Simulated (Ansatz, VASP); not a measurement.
## Two plane-wave programs on KCl

```
CELL_PARAMETERS angstrom
3.88590 0.00000 0.00000
0.00000 3.88590 0.00000
0.00000 0.00000 3.88590
ATOMIC_POSITIONS crystal
K 0.00000 0.00000 0.00000
Cl 0.50000 0.50000 0.50000
```

Alike in both runs: task single point; functional PBE; k mesh 10 × 10 × 10; occupations gaussian, width 0.05 eV; no spin polarisation.

```csv
,VASP,Ansatz
version,VASP 6.6.1,Ansatz 0.2.0
potentials or method,"VASP PAW PBE potentials, release 64 (K_sv, Cl), cutoff 520 eV","scalar-relativistic, plane waves, PAW"
valence electrons in the cell,16,16
```

```tsv
	VASP	Ansatz	Ansatz less VASP
gap on the k mesh at the Fermi level (eV)	4.65	4.65	+0.001
least direct gap on the mesh (eV)	4.85	4.85	0.000
pressure (GPa)	-0.7	-0.7	0.00
```
